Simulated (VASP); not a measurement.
**Si: single point with PBE**

Si:

```xyz
2
Lattice="0.0000 2.7245 2.7245 2.7245 0.0000 2.7245 2.7245 2.7245 0.0000" Properties=species:S:1:pos:R:3 pbc="T T T"
Si    2.7245    2.7245    2.7245
Si    4.0867    4.0867    4.0867
```

This cell differs from its parent crystal: volume scaled by 1.01.

```yaml
Program: VASP 6.6.1
Task: single point
Functional: PBE
Potentials_or_basis: VASP PAW PBE potentials, release 64 (Si)
Cutoff: 520 eV
k_mesh: 11 × 11 × 11
Occupations: fermi-dirac, width 0.08 eV
Spin: no spin polarisation
```

```yaml
Pressure: 1.0 GPa
Band_gap_on_the_k_mesh: 0.62 eV, indirect (least direct gap 2.56 eV)
```

Levels at points of the mesh, in eV from the valence-band top:
```tsv
k point	band 2	band 3	band 4	band 5	band 6	band 7
(0.00, 0.00, 0.00)	0.00	0.00	0.00	2.56	2.56	2.56
```

Wall time 37 s on 1 thread of Intel Xeon 8259CL, with other jobs on the host, peak memory 0.16 GiB.

 A k mesh can miss the band edges.
